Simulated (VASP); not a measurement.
# MgO in VASP: a series of runs

The runs below take MgO through single point, with HSE06.

Program: VASP 6.6.1. These are calculated values, not measurements. Logs are shortened: lines on timing, memory, paths and dates and some standing lists are left out, and cuts for length are marked.

### 1 The cell of the first run

It takes space group F-43m (No. 216, cubic). Conventional cell: a = 4.564 Å, b = 4.564 Å, c = 4.564 Å, α = 90.00°, β = 90.00°, γ = 90.00°. Within 2.6 Å of Mg (site symmetry -43m) lie 4 O at 1.98 Å. Within 2.6 Å of O (site symmetry -43m) lie 4 Mg at 1.98 Å.

### 2 Single point, HSE06

POSCAR

```
MgO
1.0
    0.0000000000      2.2820056627      2.2820056627
    2.2820056627      0.0000000000      2.2820056627
    2.2820056627      2.2820056627      0.0000000000
Mg O
1 1
Direct
    0.0000000000      0.0000000000      0.0000000000
    0.2500000000      0.2500000000      0.2500000000
```

INCAR.step1

```
SYSTEM = MgO
  PREC = Accurate
  ENCUT = 520
  EDIFF = 1E-5
  ISMEAR = 0
  SIGMA = 0.01
  LREAL = .FALSE.
  LASPH = .TRUE.
  NELM = 120
  ALGO = Normal
  ISIF = 2
  LWAVE = .TRUE.
  LCHARG = .FALSE.
  GGA = PE
  NBANDS = 11
  GGA_COMPAT = .FALSE.
```

INCAR.step2

```
SYSTEM = MgO
  PREC = Accurate
  ENCUT = 520
  EDIFF = 1E-6
  ISMEAR = 0
  SIGMA = 0.01
  LREAL = .FALSE.
  LASPH = .TRUE.
  NELM = 120
  ALGO = Normal
  ISIF = 2
  LWAVE = .FALSE.
  LCHARG = .FALSE.
  GGA = PE
  LHFCALC = .TRUE.
  HFSCREEN = 0.2079
  PRECFOCK = Normal
  ISTART = 1
  NBANDS = 11
  GGA_COMPAT = .FALSE.
```

KPOINTS

```
regular mesh
0
G
  6 6 6
  0 0 0
```

Potentials or basis: VASP PAW PBE potentials, release 64 (Mg, O).

Run with:

```bash
$ cat potpaw_PBE.64/Mg/POTCAR potpaw_PBE.64/O/POTCAR > POTCAR
$ cp INCAR.step1 INCAR
$ mpirun -np 1 vasp_std > vasp.out
$ cp INCAR.step2 INCAR
$ mpirun -np 1 vasp_std > vasp.out
```

OUTCAR:

```text
SYSTEM = MgO
   PREC = Accurate
   ENCUT = 520
   EDIFF = 1E-6
   ISMEAR = 0
   LREAL = .FALSE.
   LASPH = .TRUE.
   NELM = 120
   ISIF = 2
   GGA = PE
   LHFCALC = .TRUE.
   HFSCREEN = 0.2079
   PRECFOCK = Normal
   ISTART = 1

 ion  position               nearest neighbor table
   1  0.000  0.000  0.000-   2 1.98   2 1.98   2 1.98   2 1.98
   2  0.250  0.250  0.250-   1 1.98   1 1.98   1 1.98   1 1.98

  LATTYP: Found a face centered cubic cell.
 ALAT       =     4.5640113254

  Lattice vectors:

 A1 = (   0.0000000000,   2.2820056627,   2.2820056627)
 A2 = (   2.2820056627,   0.0000000000,   2.2820056627)
 A3 = (   2.2820056627,   2.2820056627,   0.0000000000)

Analysis of symmetry for initial positions (statically):
=====================================================================
 Subroutine PRICEL returns:
 Original cell was already a primitive cell.

 Routine SETGRP: Setting up the symmetry group for a
 face centered cubic supercell.

 Subroutine GETGRP returns: Found 24 space group operations
 (whereof 24 operations were pure point group operations)
 out of a pool of 48 trial point group operations.

The static configuration has the point symmetry T_d .

Analysis of symmetry for dynamics (positions and initial velocities):
=====================================================================
 Subroutine PRICEL returns:
 Original cell was already a primitive cell.

 Routine SETGRP: Setting up the symmetry group for a
 face centered cubic supercell.

 Subroutine GETGRP returns: Found 24 space group operations
 (whereof 24 operations were pure point group operations)
 out of a pool of 48 trial point group operations.

The dynamic configuration has the point symmetry T_d .

 Subroutine INISYM returns: Found 24 space group operations
 (whereof 24 operations are pure point group operations),
 and found     1 'primitive' translations

----------------------------------------------------------------------------------------

                                     Primitive cell

  volume of cell :      23.7673

  direct lattice vectors                    reciprocal lattice vectors
     0.000000000  2.282005663  2.282005663    -0.219105504  0.219105504  0.219105504
     2.282005663  0.000000000  2.282005663     0.219105504 -0.219105504  0.219105504
     2.282005663  2.282005663  0.000000000     0.219105504  0.219105504 -0.219105504

  length of vectors
     3.227243358  3.227243358  3.227243358     0.379501864  0.379501864  0.379501864

  position of ions in fractional coordinates (direct lattice)
     0.000000000  0.000000000  0.000000000
     0.250000000  0.250000000  0.250000000

  ion indices of the primitive-cell ions
   primitive index   ion index
                 1           1
                 2           2

----------------------------------------------------------------------------------------

 KPOINTS: regular mesh

Automatic generation of k-mesh.
 Grid dimensions read from file:
 generate k-points for:    6    6    6

 Generating k-lattice:

  Cartesian coordinates                     Fractional coordinates (reciprocal lattice)
    -0.036517584  0.036517584  0.036517584     0.166666667  0.000000000  0.000000000
     0.036517584 -0.036517584  0.036517584     0.000000000  0.166666667  0.000000000
     0.036517584  0.036517584 -0.036517584     0.000000000  0.000000000  0.166666667

  Length of vectors
     0.063250311  0.063250311  0.063250311

  Shift w.r.t. Gamma in fractional coordinates (k-lattice)
     0.000000000  0.000000000  0.000000000

 Subroutine IBZKPT returns following result:
 ===========================================

 Found     16 irreducible k-points:

 Following reciprocal coordinates:
            Coordinates               Weight
  0.000000  0.000000  0.000000      1.000000
  0.166667  0.000000  0.000000      8.000000
  0.333333  0.000000  0.000000      8.000000
  0.500000  0.000000  0.000000      4.000000
  0.166667  0.166667  0.000000      6.000000
  0.333333  0.166667  0.000000     24.000000
[... 8 lines left out ...]
 -0.333333  0.333333  0.166667     24.000000
 -0.333333  0.500000  0.166667     12.000000
   k-points           NKPTS =     16   k-points in BZ     NKDIM =    216   number of bands    NBANDS=     11
   number of dos      NEDOS =    301   number of ions     NIONS =      2
   total plane-waves  NPLWV =  13824
   dimension x,y,z NGX =    24 NGY =   24 NGZ =   24
   dimension x,y,z NGXF=    48 NGYF=   48 NGZF=   48
   ions per type =               1   1
   NGX,Y,Z   is equivalent  to a cutoff of  12.36, 12.36, 12.36 a.u.
   NGXF,Y,Z  is equivalent  to a cutoff of  24.73, 24.73, 24.73 a.u.
 SYSTEM =  MgO
   PREC   = accura    normal or accurate (medium, high low for compatibility)
   ISTART =      1    job   : 0-new  1-cont  2-samecut
   ICHARG =      0    charge: 1-file 2-atom 10-const
   ISPIN  =      1    spin polarized calculation?
   LNONCOLLINEAR =      F non collinear calculations
   LSORBIT =      F    spin-orbit coupling
   LASPH  =      T    aspherical Exc in radial PAW
   ENCUT  =  520.0 eV  38.22 Ry    6.18 a.u.   6.00  6.00  6.00*2*pi/ulx,y,z
   NELM   =    120;   NELMIN=  2; NELMDL=  0     # of ELM steps
   EDIFF  = 0.1E-05   stopping-criterion for ELM
   LREAL  =      F    real-space projection
   EDIFFG = 0.1E-04   stopping-criterion for IOM
   NSW    =      0    number of steps for IOM
   IBRION =     -1    ionic relax: 0-MD 1-quasi-New 2-CG
   NFREE  =      0    steps in history (QN), initial steepest desc. (CG)
   ISIF   =      2    stress and relaxation
   ISYM   =      3    0-nonsym 1-usesym 2-fastsym
   POTIM  = 0.5000    time-step for ionic-motion
   TEBEG  =    0.0;   TEEND  =   0.0 temperature during run
   PSTRESS=    0.0 pullay stress
   NELECT =       8.0000    total number of electrons
   NUPDOWN=      -1.0000    fix difference up-down
   EMIN   =  10.00;   EMAX   =-10.00  energy-range for DOS
   EFERMI =   0.00;   METHOD = LEGACY
   ISMEAR =     0;   SIGMA  =   0.01  broadening in eV -4-tet -1-fermi 0-gaus
   EFERMI_NEDOS =   21; number of points for ismear=-14 and -15
   IALGO  =     38    algorithm
   IMIX   =      1    mixing-type and parameters
     AMIX     =   0.40;   BMIX     =  1.00
     AMIX_MAG =   1.60;   BMIX_MAG =  1.00
  volume/ion in A,a.u.               =      11.88        80.19
  Fermi-wavevector in a.u.,A,eV,Ry     =   1.138793  2.152007 17.644708  1.296849
  Thomas-Fermi vector in A             =   2.275497
   LORBIT       =      0    0 simple, 1 ext, 2 COOP (PROOUT), +10 PAW based schemes
   GGA     = PE    functional components
   LHFCALC =     T    Hartree Fock is set to
   PRECFOCK=normal    Normal, Fast or Accurate (Low or Medium for compatibility)
   ENCUT4O =  -1.0   cutoff for four orbital integrals eV
   NKREDX  =     1    reduce k-point grid by
   NKREDY  =     1    reduce k-point grid by
   NKREDZ  =     1    reduce k-point grid by
   AEXX    =    0.2500 exact exchange contribution
   HFSCREEN=    0.2079 screening length (either q_TF or 0.3 A-1)
   HFSCREENC=   0.2079 screening length for correlation (either q_TF or 0.3 A-1)
   ENCUTFOCK=  -1.0 apply spherical cutoff to Coloumb kernel
   IVDW    =     0    specifies the selected vdW correction
   LEPSILON=     F    determine dielectric tensor
   LRPA    =     F    only Hartree local field effects (RPA)
 non-spin polarized calculation
 Gauss-broadening in eV      SIGMA  =   0.01
  energy-cutoff  :      520.00
  volume of cell :       23.77
 maximum number of plane-waves:       650
  NGX = 20; NGY = 20; NGZ = 20

 number of electron       8.0000007 magnetization

 Free energy of the ion-electron system (eV)
  ---------------------------------------------------
  ext. energy  EPLUGINS =         0.00000000
  ---------------------------------------------------
  free energy    TOTEN  =       -13.94064627 eV

  energy without entropy =      -13.94064627  energy(sigma->0) =      -13.94064627

 E-fermi :  -0.3994     XC(G=0):  -8.0136

 val. band max:       -0.4530133058   @ k =   0.0000   0.0000   0.0000
 cond. band min:       4.7875859394   @ k =   0.0000   0.0000   0.0000
 fundamental gap:      5.2405992452
 Fermi energy:        -0.3993815924

 k-point     1 :       0.0000    0.0000    0.0000
  band No.  band energies     occupation
      1     -17.8306      2.00000
      2      -0.4530      2.00000
      3      -0.4530      2.00000
      4      -0.4530      2.00000
      5       4.7876      0.00000
      6      18.3556      0.00000
      7      18.3556      0.00000
      8      18.3556      0.00000
      9      21.9407      0.00000
     10      21.9408      0.00000
     11      22.0381      0.00000

 k-point     2 :       0.1667    0.0000    0.0000
  band No.  band energies     occupation
      1     -17.6652      2.00000
      2      -1.5345      2.00000
      3      -0.5072      2.00000
      4      -0.5072      2.00000
      5       6.1101      0.00000
      6      16.2650      0.00000
      7      18.0494      0.00000
      8      18.0494      0.00000
      9      20.2499      0.00000
     10      20.2499      0.00000
     11      21.0325      0.00000

 k-point     3 :       0.3333    0.0000    0.0000
  band No.  band energies     occupation
      1     -17.3145      2.00000
      2      -3.0519      2.00000
      3      -0.6121      2.00000
      4      -0.6121      2.00000
      5       8.3514      0.00000
      6      13.2394      0.00000
      7      16.6478      0.00000
      8      16.6478      0.00000
      9      20.8700      0.00000
     10      21.8930      0.00000
     11      21.8930      0.00000
[... 155 lines left out ...]
 k-point    15 :      -0.3333    0.3333    0.1667
  band No.  band energies     occupation
      1     -16.9684      2.00000
      2      -2.8295      2.00000
      3      -1.9101      2.00000
      4      -1.1328      2.00000
      5       9.4134      0.00000
      6      12.3789      0.00000
      7      14.9039      0.00000
      8      16.6213      0.00000
      9      21.4682      0.00000
     10      22.3612      0.00000
     11      27.2529      0.00000

 k-point    16 :      -0.3333    0.5000    0.1667
  band No.  band energies     occupation
      1     -16.9150      2.00000
      2      -2.7245      2.00000
      3      -1.7854      2.00000
      4      -1.4914      2.00000
      5       8.5124      0.00000
      6      13.0401      0.00000
      7      15.6771      0.00000
      8      16.1586      0.00000
      9      20.1938      0.00000
     10      24.4913      0.00000
     11      25.7479      0.00000

------------------------ aborting loop because EDIFF is reached ----------------------------------------

  FORCE on cell =-STRESS in cart. coord.  units (eV):
  Direction    XX          YY          ZZ          XY          YZ          ZX
  --------------------------------------------------------------------------------------
  -------------------------------------------------------------------------------------
  Total       -0.0149878     -0.0149878     -0.0149878      0.0000000     -0.0000000      0.0000000
  in kB       -1.0103390     -1.0103390     -1.0103390      0.0000000     -0.0000000      0.0000000
  external PRESSURE =      -1.0103390 kB  Pullay stress =       0.0000000 kB

 VOLUME and BASIS-vectors are now :
 -----------------------------------------------------------------------------
  energy-cutoff  :      520.00
  volume of cell :       23.77
      direct lattice vectors                 reciprocal lattice vectors
     0.000000000  2.282005663  2.282005663    -0.219105504  0.219105504  0.219105504
     2.282005663  0.000000000  2.282005663     0.219105504 -0.219105504  0.219105504
     2.282005663  2.282005663  0.000000000     0.219105504  0.219105504 -0.219105504

 POSITION                                       TOTAL-FORCE (eV/Angst)
 -----------------------------------------------------------------------------------
      0.00000      0.00000      0.00000         0.000000      0.000000     -0.000000
      1.14100      1.14100      1.14100        -0.000000     -0.000000      0.000000
 -----------------------------------------------------------------------------------
    total drift:                               -0.000001     -0.000002     -0.000001

  FREE ENERGIE OF THE ION-ELECTRON SYSTEM (eV)
  ---------------------------------------------------
  free  energy   TOTEN  =       -13.9406462676 eV

  energy  without entropy=      -13.9406462676  energy(sigma->0) =      -13.94064627
```

It took 3.9 min on 1 thread of Intel Xeon 6975P-C (Granite Rapids), shared host; peak memory 0.25 GiB.

Results:

```yaml
Free_energy: -13.9406 eV
Pressure: -0.1 GPa
Band_gap_on_the_k_mesh: 5.24 eV, direct
```

Caveat: the PAW data sets were made with another functional, which shifts forces and pressure a little.

(Part 1 of 2 ends here.)
